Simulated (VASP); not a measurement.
# ZnSe3 (Pm-3m) in VASP: a series of runs

ZnSe3 is run at these levels: PBE; tasks: relaxation of cell and atoms.

Program: VASP 6.6.1. These are calculated values, not measurements. Logs are shortened: lines on timing, memory, paths and dates and some standing lists are left out, and cuts for length are marked.

## 1. The cell of the first run

The structure is cubic, space group Pm-3m (No. 221). The conventional cell has a = 4.321 Å, b = 4.321 Å, c = 4.321 Å, α = 90.00°, β = 90.00°, γ = 90.00°. Within 4.0 Å of Zn (site symmetry m-3m) lie 12 Se at 3.06 Å. Se (site symmetry 4/mmm) has 4 Zn at 3.06 Å and 8 Se at 3.06 Å within 4.0 Å.

The cell was built from a structure type or drawn by symmetry, and may not be a known phase.

## 2. Relaxation of cell and atoms, PBE

Contents of INCAR:

```
ALGO = Normal ; EDIFF = 1E-7
EDIFFG = -0.01 ; ENCUT = 500
GGA = PE ; GGA_COMPAT = F
IBRION = 2 ; ISIF = 3
ISMEAR = 0 ; LASPH = T
LCHARG = F ; LREAL = F
LWAVE = F ; NELM = 120
NELMIN = 4 ; NSW = 100
PREC = Accurate ; SIGMA = 0.1
```

Contents of KPOINTS:

```
k-points
0
Gamma
  12 12 12
```

Contents of POSCAR:

```
ZnSe3
1.0
    4.3209656910      0.0000000000      0.0000000000
    0.0000000000      4.3209656910      0.0000000000
    0.0000000000      0.0000000000      4.3209656910
Zn Se
1 3
Direct
    0.0000000000      0.0000000000      0.0000000000
    0.5000000000      0.0000000000      0.5000000000
    0.0000000000      0.5000000000      0.5000000000
    0.5000000000      0.5000000000      0.0000000000
```

Potentials or basis: VASP PAW PBE potentials, release 64 (Zn, Se).

Command:

```bash
cat potpaw_PBE.64/Zn/POTCAR potpaw_PBE.64/Se/POTCAR > POTCAR
mpirun -np 1 vasp_std > vasp.out
```

OUTCAR:

```text
EDIFF = 1E-7
   EDIFFG = -0.01
   ENCUT = 500
   GGA = PE
   IBRION = 2
   ISIF = 3
   ISMEAR = 0
   LASPH = T
   LREAL = F
   NELM = 120
   NELMIN = 4
   NSW = 100
   PREC = Accurate

 ion  position               nearest neighbor table
   1  0.000  0.000  0.000-
   2  0.500  0.000  0.500-
   3  0.000  0.500  0.500-
   4  0.500  0.500  0.000-

  LATTYP: Found a simple cubic cell.
 ALAT       =     4.3209656910

  Lattice vectors:

 A1 = (   4.3209656910,   0.0000000000,   0.0000000000)
 A2 = (   0.0000000000,   4.3209656910,   0.0000000000)
 A3 = (   0.0000000000,   0.0000000000,   4.3209656910)

Analysis of symmetry for initial positions (statically):
=====================================================================
 Subroutine PRICEL returns:
 Original cell was already a primitive cell.

 Routine SETGRP: Setting up the symmetry group for a
 simple cubic supercell.

 Subroutine GETGRP returns: Found 48 space group operations
 (whereof 48 operations were pure point group operations)
 out of a pool of 48 trial point group operations.

The static configuration has the point symmetry O_h .

Analysis of symmetry for dynamics (positions and initial velocities):
=====================================================================
 Subroutine PRICEL returns:
 Original cell was already a primitive cell.

 Routine SETGRP: Setting up the symmetry group for a
 simple cubic supercell.

 Subroutine GETGRP returns: Found 48 space group operations
 (whereof 48 operations were pure point group operations)
 out of a pool of 48 trial point group operations.

The dynamic configuration has the point symmetry O_h .

 Subroutine INISYM returns: Found 48 space group operations
 (whereof 48 operations are pure point group operations),
 and found     1 'primitive' translations

----------------------------------------------------------------------------------------

                                     Primitive cell

  volume of cell :      80.6756

[... 150 lines left out ...]
  Total        0.1491659      0.1491659      0.1491659      0.0000000     -0.0000000      0.0000000
  in kB        2.9623583      2.9623583      2.9623583      0.0000000     -0.0000000      0.0000000
  external PRESSURE =       2.9623583 kB  Pullay stress =       0.0000000 kB

 VOLUME and BASIS-vectors are now :
 -----------------------------------------------------------------------------
  energy-cutoff  :      500.00
  volume of cell :       80.68
      direct lattice vectors                 reciprocal lattice vectors
     4.320965691  0.000000000  0.000000000     0.231429748  0.000000000  0.000000000
     0.000000000  4.320965691  0.000000000     0.000000000  0.231429748  0.000000000
     0.000000000  0.000000000  4.320965691     0.000000000  0.000000000  0.231429748

 POSITION                                       TOTAL-FORCE (eV/Angst)
 -----------------------------------------------------------------------------------
      0.00000      0.00000      0.00000         0.000000      0.000000      0.000000
      2.16048      0.00000      2.16048         0.000000      0.000000      0.000000
      0.00000      2.16048      2.16048         0.000000      0.000000      0.000000
      2.16048      2.16048      0.00000         0.000000      0.000000      0.000000
 -----------------------------------------------------------------------------------
    total drift:                                0.000000     -0.000000     -0.000000

  FREE ENERGIE OF THE ION-ELECTRON SYSTEM (eV)
  ---------------------------------------------------
  free  energy   TOTEN  =        -9.6758547260 eV

  energy  without entropy=       -9.6574379369  energy(sigma->0) =       -9.66664633

--------------------------------------- Ionic step        2  -------------------------------------------

 number of electron      30.0000016 magnetization

 Free energy of the ion-electron system (eV)
  ---------------------------------------------------
  ext. energy  EPLUGINS =         0.00000000
  ---------------------------------------------------
  free energy    TOTEN  =        -9.67620106 eV

  energy without entropy =       -9.65772042  energy(sigma->0) =       -9.66696074

 E-fermi :   4.6676     XC(G=0): -10.4704

 val. band max:        4.6651885317   @ k =   0.4167   0.2500   0.0833
 cond. band min:       4.6680486011   @ k =   0.4167   0.2500   0.1667
 fundamental gap:      0.0028600694
 Fermi energy:         4.6675857089

 k-point     1 :       0.0000    0.0000    0.0000
  band No.  band energies     occupation
      1     -10.9536      2.00000
      2      -7.1551      2.00000
      3      -7.1551      2.00000
      4      -2.3125      2.00000
      5      -2.3125      2.00000
      6      -2.3125      2.00000
[... 505 lines left out ...]
      6      -2.3815      2.00000
[... 11 lines left out ...]
     18       5.8906      0.00000
     19       8.1773      0.00000

 [... further k-points ...]

------------------------ aborting loop because EDIFF is reached ----------------------------------------

  FORCE on cell =-STRESS in cart. coord.  units (eV):
  Direction    XX          YY          ZZ          XY          YZ          ZX
  --------------------------------------------------------------------------------------
  -------------------------------------------------------------------------------------
  Total       -0.0204155     -0.0204155     -0.0204155     -0.0000000      0.0000000     -0.0000000
  in kB       -0.4032621     -0.4032621     -0.4032621     -0.0000000      0.0000000     -0.0000000
  external PRESSURE =      -0.4032621 kB  Pullay stress =       0.0000000 kB

 VOLUME and BASIS-vectors are now :
 -----------------------------------------------------------------------------
  energy-cutoff  :      500.00
  volume of cell :       81.11
      direct lattice vectors                 reciprocal lattice vectors
     4.328739278  0.000000000  0.000000000     0.231014144  0.000000000 -0.000000000
     0.000000000  4.328739278  0.000000000    -0.000000000  0.231014144  0.000000000
     0.000000000 -0.000000000  4.328739278    -0.000000000 -0.000000000  0.231014144

 POSITION                                       TOTAL-FORCE (eV/Angst)
 -----------------------------------------------------------------------------------
      0.00000      0.00000      0.00000         0.000000     -0.000000      0.000000
      2.16437     -0.00000      2.16437         0.000000     -0.000000      0.000000
      0.00000      2.16437      2.16437         0.000000     -0.000000      0.000000
      2.16437      2.16437      0.00000        -0.000000      0.000000      0.000000
 -----------------------------------------------------------------------------------
    total drift:                                0.000000     -0.000000     -0.000000

  FREE ENERGIE OF THE ION-ELECTRON SYSTEM (eV)
  ---------------------------------------------------
  free  energy   TOTEN  =        -9.6762010603 eV

  energy  without entropy=       -9.6577204169  energy(sigma->0) =       -9.66696074

 reached required accuracy - stopping structural energy minimisation
```

OSZICAR:

```text
N       E                     dE             d eps       ncg     rms          rms(c)
DAV:   1     0.191047720288E+03    0.19105E+03   -0.13596E+04  3192   0.160E+03
DAV:   2     0.745059860712E+01   -0.18360E+03   -0.17769E+03  3700   0.316E+02
DAV:   3    -0.938772377572E+01   -0.16838E+02   -0.15874E+02  3747   0.921E+01
[... 16 lines left out ...]
DAV:   5    -0.967619969653E+01    0.29349E-04   -0.35246E-05  4274   0.835E-02    0.694E-03
DAV:   6    -0.967620064097E+01   -0.94444E-06   -0.98180E-06  3369   0.313E-02    0.341E-03
DAV:   7    -0.967620084534E+01   -0.20437E-06   -0.46434E-07  2493   0.144E-02    0.861E-04
DAV:   8    -0.967620102722E+01   -0.18188E-06   -0.86322E-08  1713   0.318E-03    0.497E-04
DAV:   9    -0.967620106031E+01   -0.33092E-07   -0.25258E-08  1656   0.245E-03
   2 F= -.96762011E+01 E0= -.96669607E+01  d E =-.346334E-03
```

CONTCAR:

```text
ZnSe3
   1.00000000000000
     4.3287392782292109    0.0000000000000000    0.0000000000000000
     0.0000000000000000    4.3287392782292109    0.0000000000000000
     0.0000000000000000   -0.0000000000000000    4.3287392782292109
  Zn              Se
     1     3
Direct
     0.0000000000000000    0.0000000000000000    0.0000000000000000
     0.5000000000000000    0.0000000000000000    0.5000000000000000
     0.0000000000000000    0.5000000000000000    0.5000000000000000
     0.5000000000000000    0.5000000000000000    0.0000000000000000

  0.00000000E+00  0.00000000E+00  0.00000000E+00
  0.00000000E+00  0.00000000E+00  0.00000000E+00
  0.00000000E+00  0.00000000E+00  0.00000000E+00
  0.00000000E+00  0.00000000E+00  0.00000000E+00
```

Wall time 2.6 min (1 thread of Intel Xeon 8259CL, shared host); peak memory 0.26 GiB.

Results:

- Free energy: -9.6762 eV
- Relaxed volume: 20.28 Å³/atom
- Relaxed cell: a = 4.329 Å, b = 4.329 Å, c = 4.329 Å, α = 90.00°, β = 90.00°, γ = 90.00°
- Space group after relaxing (to 0.1 Å): Pm-3m (No. 221)
- Energy gained by relaxing: 0.1 meV/atom
- Ionic steps: 2
- Pressure after relaxing: 0.0 GPa
- Band gap on the k mesh: zero (bands 15 and 16 overlap by 2.12 eV)

Step by step:
```
step  energy change (eV)  largest force (eV/Å)  pressure (GPa)  volume (Å³)
   1              0.0000                0.0000            0.30        80.68
   2             -0.0003                0.0000           -0.04        81.11
```

Final structure:
```xyz
4
Lattice="4.3287 0.0000 0.0000 0.0000 4.3287 0.0000 0.0000 0.0000 4.3287" Properties=species:S:1:pos:R:3 pbc="T T T"
Zn    0.0000    0.0000    0.0000
Se    2.1644    0.0000    2.1644
Se    0.0000    2.1644    2.1644
Se    2.1644    2.1644    0.0000
```

Levels at points of the mesh, in eV from the Fermi level:
```tsv
k point	band 11	band 12	band 13	band 14	band 15	band 16	band 17	band 18	band 19
(0.00, 0.00, 0.00)	-5.41	-2.15	-0.98	-0.98	-0.98	0.87	0.87	0.87	5.73
(0.50, 0.00, 0.00)	-4.04	-2.90	-2.90	-2.14	-2.02	0.58	0.58	2.18	2.95
(0.50, 0.50, 0.00)	-2.88	-2.88	-2.65	-2.20	-2.20	0.84	1.36	1.59	2.84
(0.50, 0.50, 0.50)	-5.91	-5.91	-2.94	1.51	1.51	1.62	1.62	1.62	8.36
```

## 3. Relaxation of cell and atoms, PBE

Contents of INCAR:

```
SYSTEM = ZnSe3
  PREC = Accurate
  ENCUT = 500
  EDIFF = 1E-7
  ISMEAR = 0
  SIGMA = 0.1
  LREAL = .FALSE.
  LASPH = .TRUE.
  NELM = 120
  ALGO = Normal
  ISIF = 3
  LWAVE = .FALSE.
  LCHARG = .FALSE.
  GGA = PE
  IBRION = 2
  NSW = 100
  EDIFFG = -0.01
  GGA_COMPAT = .FALSE.
  NELMIN = 4
```

Contents of KPOINTS:

```
regular mesh
0
G
  12 12 12
  0 0 0
```

POSCAR is that of step 2.

Potentials or basis: VASP PAW PBE potentials, release 64 (Zn, Se).

Command:

```bash
cat potpaw_PBE.64/Zn/POTCAR potpaw_PBE.64/Se/POTCAR > POTCAR
mpirun -np 1 vasp_std > vasp.out
```

Run time: 2.8 min. Hardware: 1 thread of Intel Xeon 8259CL, shared host; peak memory 0.26 GiB.

It converged, with:

```
Free energy                           : -9.6762 eV
Relaxed volume                        : 20.28 Å³/atom
Relaxed cell                          : a = 4.329 Å, b = 4.329 Å, c = 4.329 Å, α = 90.00°, β = 90.00°, γ = 90.00°
Space group after relaxing (to 0.1 Å) : Pm-3m (No. 221)
Energy gained by relaxing             : 0.1 meV/atom
Ionic steps                           : 2
Pressure after relaxing               : 0.0 GPa
Band gap on the k mesh                : zero (bands 15 and 16 overlap by 2.12 eV)
```

Step by step:
| step | energy change (eV) | largest force (eV/Å) | pressure (GPa) | volume (Å³) |
| --- | --- | --- | --- | --- |
| 1 | 0.0000 | 0.0000 | 0.30 | 80.68 |
| 2 | -0.0003 | 0.0000 | -0.04 | 81.11 |

Final structure:
```cif
data_structure
_symmetry_space_group_name_H-M 'P 1'
_symmetry_Int_Tables_number 1
_cell_length_a 4.3287
_cell_length_b 4.3287
_cell_length_c 4.3287
_cell_angle_alpha 90.000
_cell_angle_beta 90.000
_cell_angle_gamma 90.000
_cell_volume 81.11
loop_
_atom_site_label
_atom_site_type_symbol
_atom_site_fract_x
_atom_site_fract_y
_atom_site_fract_z
_atom_site_occupancy
Zn1 Zn 0.00000 0.00000 0.00000 1
Se1 Se 0.50000 0.00000 0.50000 1
Se2 Se 0.00000 0.50000 0.50000 1
Se3 Se 0.50000 0.50000 0.00000 1
```

Levels at points of the mesh, in eV from the Fermi level:
```csv
k point,band 12,band 13,band 14,band 15,band 16,band 17,band 18,band 19
"(0.00, 0.00, 0.00)",-2.15,-0.98,-0.98,-0.98,0.87,0.87,0.87,5.73
"(0.50, 0.00, 0.00)",-2.90,-2.90,-2.14,-2.02,0.58,0.58,2.18,2.95
"(0.50, 0.50, 0.00)",-2.88,-2.65,-2.20,-2.20,0.84,1.36,1.59,2.84
"(0.50, 0.50, 0.50)",-5.91,-2.94,1.51,1.51,1.62,1.62,1.62,8.36
```
